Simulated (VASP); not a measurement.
## Ta: relaxation of cell and atoms with LDA

Ta:

```
Ta
1.0
     2.90037    0.00000    0.00000
    -1.45019    2.51180    0.00000
     0.00000    0.00000    5.16627
Ta
2
Direct
  0.66667 0.33333 0.75000
  0.33333 0.66667 0.25000
```

This isn't the form of Ta at room conditions, which is bcc.

| Item | Value |
| --- | --- |
| Program | VASP 6.6.1 |
| Task | relaxation of cell and atoms |
| Functional | LDA |
| Potentials or basis | VASP PAW LDA potentials, release 64 (Ta_pv) |
| Cutoff | 600 eV |
| k mesh | 11 × 11 × 5 |
| Occupations | gaussian, width 0.1 eV |
| Spin | no spin polarisation |
| Target pressure | 5 GPa |
| Dipole correction | no |
| Further INCAR settings | ALGO = Normal; EDIFF = 1e-06; IBRION = 2; EDIFFG = -0.005; NSW = 80; ISIF = 3 |

```
Relaxed volume                                             : 17.35 Å³/atom
Relaxed cell                                               : a = 2.819 Å, b = 2.819 Å, c = 5.043 Å, α = 90.00°, β = 90.00°, γ = 120.00°
Space group after relaxing (to 0.1 Å)                      : P6_3/mmc (No. 194)
Energy change on relaxing (the run minimises the enthalpy) : -34.9 meV/atom
Ionic steps                                                : 9
Pressure after relaxing                                    : 5.0 GPa
Band gap on the k mesh                                     : zero (bands 11 and 12 overlap by 1.84 eV)
```

The path:
```csv
step,energy change (eV),largest force (eV/Å),pressure (GPa),volume (Å³)
1,0.0000,0.0000,-11.38,37.64
2,1.4081,0.0000,75.89,28.10
3,-0.0767,0.0000,3.17,34.98
4,-0.0711,0.0000,4.75,34.75
5,-0.0694,0.0000,5.11,34.69
6,-0.0709,0.0000,4.77,34.74
7,-0.0700,0.0000,4.92,34.71
8,-0.0695,0.0000,5.04,34.69
9,-0.0697,0.0000,5.01,34.70
```

Final structure:
```
Ta
1.0
     2.81886    0.00000    0.00000
    -1.40943    2.44120    0.00000
     0.00000    0.00000    5.04283
Ta
2
Direct
  0.66667 0.33333 0.75000
  0.33333 0.66667 0.25000
```

Levels at points of the mesh, in eV from the Fermi level:
```
           k point  band 9  band 10  band 11  band 12  band 13  band 14
(0.00, 0.00, 0.00)   -0.78     0.24     0.53     0.53     1.15     1.15
```

It took 2.8 min on 1 thread of Intel Xeon 8259CL, on a shared host, peak memory 0.18 GiB.

Caveat: the cell is relaxed towards a set pressure, so the run minimises the enthalpy, not the energy; spin-orbit coupling is left out, which moves the levels of the heavy elements.
